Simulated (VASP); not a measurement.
A run of VASP 6.6.1:

Contents of INCAR:

```
PREC = Accurate ; ENCUT = 600
EDIFF = 1E-6 ; ISMEAR = 0
SIGMA = 0.02 ; LREAL = False
LASPH = True ; NELM = 100
ALGO = Normal ; ISIF = 3
LWAVE = False ; LCHARG = False
GGA = PE ; IBRION = 2
NSW = 100 ; EDIFFG = -0.002
```

KPOINTS

```
Automatic mesh
0
Gamma
  9 9 6
```

POSCAR

```
AlN
1.0
    3.1130000000      0.0000000000      0.0000000000
   -1.5565000000      2.6959370820      0.0000000000
    0.0000000000      0.0000000000      4.9810000000
Al N
2 2
Direct
    0.3333333333      0.6666666667      0.0000000000
    0.6666666667      0.3333333333      0.5000000000
    0.3333333333      0.6666666667      0.3800000000
    0.6666666667      0.3333333333      0.8800000000
```

Potentials or basis: VASP PAW PBE potentials, release 64 (Al, N).

Command:

```bash
$ cat potpaw_PBE.64/Al/POTCAR potpaw_PBE.64/N/POTCAR > POTCAR
$ mpirun -np 1 vasp_std > vasp.out
```

Hardware: 1 thread of AMD EPYC 9R45 96-Core Processor (Zen 5), on a shared host.

Question: How long does it take, and how much memory?

Answer: Wall time 37 s on 1 thread of AMD EPYC 9R45 96-Core Processor (Zen 5) (shared host), peak memory 0.16 GiB. Counts: scf iterations 39, k points 48, ion steps 8.
